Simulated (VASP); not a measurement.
# WSe2 (P6_3/mmc) in VASP: a series of runs, part 3 of 3

VASP 6.6.1.

## Step 4: Single point, r2SCAN

This run uses another cell than the first one, of 21.77 Å³/atom.

The input, POSCAR:

```
WSe2
1.0
    3.3152956286      0.0000000000      0.0000000000
   -1.6576478143      2.8711302354      0.0000000000
    0.0000000000      0.0000000000     13.7200867919
W Se
2 4
Direct
    0.3333333333      0.6666666667      0.2500000000
    0.6666666667      0.3333333333      0.7500000000
    0.3333333333      0.6666666667      0.6288938150
    0.6666666667      0.3333333333      0.1288938150
    0.3333333333      0.6666666667      0.8711061850
    0.6666666667      0.3333333333      0.3711061850
```

The input, INCAR.step1:

```
SYSTEM = WSe2
  PREC = Accurate
  ENCUT = 520
  ISMEAR = 0
  SIGMA = 0.01
  LREAL = .False.
  LASPH = .True.
  NELM = 100
  NBANDS = 35
  GGA = PE
  ALGO = Normal
  EDIFF = 1E-4
  LWAVE = .True.
  LCHARG = .False.
```

The input, INCAR.step2:

```
SYSTEM = WSe2
  PREC = Accurate
  ENCUT = 520
  EDIFF = 1E-7
  ISMEAR = 0
  SIGMA = 0.01
  LREAL = .False.
  LASPH = .True.
  NELM = 100
  ALGO = Normal
  ISIF = 2
  LWAVE = .False.
  LCHARG = .False.
  METAGGA = R2SCAN
  LMIXTAU = .True.
  NBANDS = 35
  ISTART = 1
```

The input, KPOINTS:

```
Automatic mesh
0
Gamma
  9 9 2
  0 0 0
```

Potentials or basis: VASP PAW PBE potentials, release 64 (W_sv, Se).

Command:

```bash
> cat potpaw_PBE.64/W_sv/POTCAR potpaw_PBE.64/Se/POTCAR > POTCAR
> cp INCAR.step1 INCAR
> mpirun -np 1 vasp_std > vasp.out
> cp INCAR.step2 INCAR
> mpirun -np 1 vasp_std > vasp.out
```

OUTCAR:

```text
SYSTEM = WSe2
   PREC = Accurate
   ENCUT = 520
   EDIFF = 1E-7
   ISMEAR = 0
   LREAL = .False.
   LASPH = .True.
   NELM = 100
   ISIF = 2
   METAGGA = R2SCAN
   ISTART = 1

 ion  position               nearest neighbor table
   1  0.333  0.667  0.250-   4 2.53   6 2.53   4 2.53   6 2.53   4 2.53   6 2.53
   2  0.667  0.333  0.750-   3 2.53   5 2.53   3 2.53   5 2.53   3 2.53   5 2.53
   3  0.333  0.667  0.629-   2 2.53   2 2.53   2 2.53
   4  0.667  0.333  0.129-   1 2.53   1 2.53   1 2.53
   5  0.333  0.667  0.871-   2 2.53   2 2.53   2 2.53
   6  0.667  0.333  0.371-   1 2.53   1 2.53   1 2.53

  LATTYP: Found a hexagonal cell.
 ALAT       =     3.3152956286
 C/A-ratio  =     4.1384203187

  Lattice vectors:

 A1 = (   3.3152956286,   0.0000000000,   0.0000000000)
 A2 = (  -1.6576478143,   2.8711302354,   0.0000000000)
 A3 = (   0.0000000000,   0.0000000000,  13.7200867919)

Analysis of symmetry for initial positions (statically):
=====================================================================
 Subroutine PRICEL returns:
 Original cell was already a primitive cell.

 Routine SETGRP: Setting up the symmetry group for a
 hexagonal supercell.

 Subroutine GETGRP returns: Found 24 space group operations
 (whereof 12 operations were pure point group operations)
 out of a pool of 24 trial point group operations.

The static configuration has the point symmetry D_3d.
 The point group associated with its full space group is D_6h.

Analysis of symmetry for dynamics (positions and initial velocities):
=====================================================================
 Subroutine PRICEL returns:
 Original cell was already a primitive cell.

 Routine SETGRP: Setting up the symmetry group for a
 hexagonal supercell.

 Subroutine GETGRP returns: Found 24 space group operations
 (whereof 12 operations were pure point group operations)
 out of a pool of 24 trial point group operations.

The dynamic configuration has the point symmetry D_3d.
 The point group associated with its full space group is D_6h.

 Subroutine INISYM returns: Found 24 space group operations
 (whereof 12 operations are pure point group operations),
 and found     1 'primitive' translations

----------------------------------------------------------------------------------------

                                     Primitive cell

  volume of cell :     130.5966

  direct lattice vectors                    reciprocal lattice vectors
     3.315295629  0.000000000  0.000000000     0.301632226  0.174147447  0.000000000
    -1.657647814  2.871130235  0.000000000     0.000000000  0.348294894  0.000000000
     0.000000000  0.000000000 13.720086792     0.000000000  0.000000000  0.072885836

  length of vectors
     3.315295629  3.315295629 13.720086792     0.348294894  0.348294894  0.072885836

  position of ions in fractional coordinates (direct lattice)
     0.333333333  0.666666667  0.250000000
     0.666666667  0.333333333  0.750000000
     0.333333333  0.666666667  0.628893815
     0.666666667  0.333333333  0.128893815
     0.333333333  0.666666667  0.871106185
     0.666666667  0.333333333  0.371106185
[... 33 lines left out ...]

 Found     24 irreducible k-points:

 Following reciprocal coordinates:
            Coordinates               Weight
  0.000000  0.000000  0.000000      1.000000
  0.111111  0.000000  0.000000      6.000000
  0.222222  0.000000  0.000000      6.000000
  0.333333  0.000000  0.000000      6.000000
  0.444444  0.000000  0.000000      6.000000
  0.111111  0.111111  0.000000      6.000000
[... 16 lines left out ...]
  0.333333  0.222222  0.500000     12.000000
  0.333333  0.333333  0.500000      2.000000
   k-points           NKPTS =     24   k-points in BZ     NKDIM =     24   number of bands    NBANDS=     35
   number of dos      NEDOS =    301   number of ions     NIONS =      6
   total plane-waves  NPLWV =  84672
   dimension x,y,z NGX =    28 NGY =   28 NGZ =  108
   dimension x,y,z NGXF=    56 NGYF=   56 NGZF=  216
   ions per type =               2   4
   NGX,Y,Z   is equivalent  to a cutoff of  14.04, 14.04, 13.09 a.u.
   NGXF,Y,Z  is equivalent  to a cutoff of  28.08, 28.08, 26.17 a.u.
 SYSTEM =  WSe2
   PREC   = accura    normal or accurate (medium, high low for compatibility)
   ISTART =      1    job   : 0-new  1-cont  2-samecut
   ICHARG =      0    charge: 1-file 2-atom 10-const
   ISPIN  =      1    spin polarized calculation?
   LNONCOLLINEAR =      F non collinear calculations
   LSORBIT =      F    spin-orbit coupling
   LASPH  =      T    aspherical Exc in radial PAW
   ENCUT  =  520.0 eV  38.22 Ry    6.18 a.u.   6.16  6.16 25.51*2*pi/ulx,y,z
   NELM   =    100;   NELMIN=  2; NELMDL=  0     # of ELM steps
   EDIFF  = 0.1E-06   stopping-criterion for ELM
   LREAL  =      F    real-space projection
   EDIFFG = 0.1E-05   stopping-criterion for IOM
   NSW    =      0    number of steps for IOM
   IBRION =     -1    ionic relax: 0-MD 1-quasi-New 2-CG
   NFREE  =      0    steps in history (QN), initial steepest desc. (CG)
   ISIF   =      2    stress and relaxation
   ISYM   =      2    0-nonsym 1-usesym 2-fastsym
   POTIM  = 0.5000    time-step for ionic-motion
   TEBEG  =    0.0;   TEEND  =   0.0 temperature during run
   PSTRESS=    0.0 pullay stress
   NELECT =      52.0000    total number of electrons
   NUPDOWN=      -1.0000    fix difference up-down
   EMIN   =  10.00;   EMAX   =-10.00  energy-range for DOS
   EFERMI =   0.00;   METHOD = LEGACY
   ISMEAR =     0;   SIGMA  =   0.01  broadening in eV -4-tet -1-fermi 0-gaus
   EFERMI_NEDOS =   21; number of points for ismear=-14 and -15
   IALGO  =     38    algorithm
   IMIX   =      4    mixing-type and parameters
     AMIX     =   0.40;   BMIX     =  1.00
     AMIX_MAG =   1.60;   BMIX_MAG =  1.00
  volume/ion in A,a.u.               =      21.77       146.88
  Fermi-wavevector in a.u.,A,eV,Ry     =   1.204385  2.275957 19.735833  1.450543
  Thomas-Fermi vector in A             =   2.340111
   LORBIT       =      0    0 simple, 1 ext, 2 COOP (PROOUT), +10 PAW based schemes
   METAGGA = R2SCAN    functional components
   LHFCALC =     F    Hartree Fock is set to
   AEXX    =    0.0000 exact exchange contribution
   IVDW    =     0    specifies the selected vdW correction
   LEPSILON=     F    determine dielectric tensor
   LRPA    =     F    only Hartree local field effects (RPA)
 non-spin polarized calculation
 Gauss-broadening in eV      SIGMA  =   0.01
  energy-cutoff  :      520.00
  volume of cell :      130.60
 maximum number of plane-waves:      3542
 NGX is ok and might be reduce to    28
   NGX = 13   NGY = 13   NGZ = 51

 number of electron      51.9999998 magnetization

 Free energy of the ion-electron system (eV)
  ---------------------------------------------------
  ext. energy  EPLUGINS =         0.00000000
  ---------------------------------------------------
  free energy    TOTEN  =      -163.59308599 eV

  energy without entropy =     -163.59308599  energy(sigma->0) =     -163.59308599

 E-fermi :   5.3384     XC(G=0): -10.9002

 val. band max:        5.2026261744   @ k =   0.0000   0.0000   0.0000
 cond. band min:       6.6209915876   @ k =   0.3333   0.3333   0.0000
 fundamental gap:      1.4183654131
 Fermi energy:         5.3384178483

 k-point     1 :       0.0000    0.0000    0.0000
  band No.  band energies     occupation
      1     -71.0235      2.00000
      2     -71.0235      2.00000
      3     -34.6017      2.00000
      4     -34.6017      2.00000
      5     -34.4991      2.00000
      6     -34.4991      2.00000
[... 901 lines left out ...]
     34      10.0173      0.00000
     35      11.5880      0.00000

------------------------ aborting loop because EDIFF is reached ----------------------------------------

  FORCE on cell =-STRESS in cart. coord.  units (eV):
  Direction    XX          YY          ZZ          XY          YZ          ZX
  --------------------------------------------------------------------------------------
  -------------------------------------------------------------------------------------
  Total        0.2262049      0.2262049      0.2774286      0.0000000     -0.0000000      0.0000000
  in kB        2.7751122      2.7751122      3.4035316      0.0000000     -0.0000000      0.0000000
  external PRESSURE =       2.9845853 kB  Pullay stress =       0.0000000 kB

 VOLUME and BASIS-vectors are now :
 -----------------------------------------------------------------------------
  energy-cutoff  :      520.00
  volume of cell :      130.60
      direct lattice vectors                 reciprocal lattice vectors
     3.315295629  0.000000000  0.000000000     0.301632226  0.174147447  0.000000000
    -1.657647814  2.871130235  0.000000000     0.000000000  0.348294894  0.000000000
     0.000000000  0.000000000 13.720086792     0.000000000  0.000000000  0.072885836

 POSITION                                       TOTAL-FORCE (eV/Angst)
 -----------------------------------------------------------------------------------
     -0.00000      1.91409      3.43002         0.000000     -0.000000      0.000000
      1.65765      0.95704     10.29007        -0.000000     -0.000000      0.000000
     -0.00000      1.91409      8.62848        -0.000000      0.000000     -0.044179
      1.65765      0.95704      1.76843        -0.000000      0.000000     -0.044179
     -0.00000      1.91409     11.95165         0.000000      0.000000      0.044179
      1.65765      0.95704      5.09161         0.000000      0.000000      0.044179
 -----------------------------------------------------------------------------------
    total drift:                               -0.000000      0.000000     -0.000000

  FREE ENERGIE OF THE ION-ELECTRON SYSTEM (eV)
  ---------------------------------------------------
  free  energy   TOTEN  =      -163.5930859948 eV

  energy  without entropy=     -163.5930859948  energy(sigma->0) =     -163.59308599
```

It took 7.1 min on 1 thread of Intel Xeon Platinum 8488C (Sapphire Rapids), shared host; peak memory 0.35 GiB.

Results:

```yaml
Free_energy: -163.5931 eV
Pressure: 0.3 GPa
Largest_force: 0.044 eV/Å
Band_gap_on_the_k_mesh: 1.42 eV (least direct gap 1.58 eV)
```

Forces in eV/Å, atoms in the order of the input:
```
W    0.000  0.000  0.000
W    0.000  0.000  0.000
Se   0.000  0.000 -0.044
Se   0.000  0.000 -0.044
Se   0.000  0.000  0.044
Se   0.000  0.000  0.044
```

Levels at points of the mesh, in eV from the valence-band top:
```
           k point  band 22  band 23  band 24  band 25  band 26  band 27  band 28  band 29  band 30  band 31
(0.00, 0.00, 0.00)    -1.59    -1.59    -1.50    -0.84     0.00     2.85     2.85     2.87     2.87     2.99
(0.00, 0.00, 0.50)    -1.61    -1.61    -1.61    -0.24    -0.24     2.85     2.85     2.85     2.85     3.04
```

Caveat: the PAW data sets were made with another functional, which shifts forces and pressure a little; spin-orbit coupling is left out, which moves the levels of the heavy elements; an odd mesh through Γ misses points on the zone boundary, where band edges can lie.

## Step 5: The runs side by side

| cell | k mesh | smearing | gap on the mesh (eV) | pressure (GPa) | largest force (eV/Å) |
| --- | --- | --- | --- | --- | --- |
| a = 3.290, b = 3.290, c = 12.970 Å, angles 90.0, 90.0, 120.0°, 6 atoms, atomic positions A | 6 × 6 × 2 | gaussian 0.1 eV | 1.09 | 2.0 | 0.11 |
| a = 3.315, b = 3.315, c = 13.713 Å, angles 90.0, 90.0, 120.0°, 6 atoms, atomic positions B | 9 × 9 × 2 | gaussian 0.02 eV | 1.42 | 0.3 | 0.04 |
| a = 3.315, b = 3.315, c = 13.720 Å, angles 90.0, 90.0, 120.0°, 6 atoms, atomic positions B | 9 × 9 × 2 | gaussian 0.01 eV | 1.42 | 0.3 | 0.04 |

Alike in all rows: task single point; level r2SCAN; potentials or basis VASP PAW PBE potentials, release 64 (W_sv, Se); no spin polarisation; cutoff (eV) 520.

Caveats: the PAW data sets were made with another functional, which shifts forces and pressure a little; spin-orbit coupling is left out, which moves the levels of the heavy elements; an odd mesh through Γ misses points on the zone boundary, where band edges can lie (at least some runs).

Total energies depend on the potentials used, so only differences within one code and one set of settings carry meaning.

## Step 6: Against experiment

Step 3. A measured gap of WSe2 is 1.3 eV (indirect; “Time-resolved XUV ARPES with tunable 24–33 eV laser pulses at 30 meV resolution”, 2019, pmc:6684652); the calculated 1.42 eV misses it by +0.12 eV. Spin-orbit coupling on Se, W is left out. The value is that of r2SCAN on a finite k mesh, which can miss the band edges, without temperature or zero-point motion.
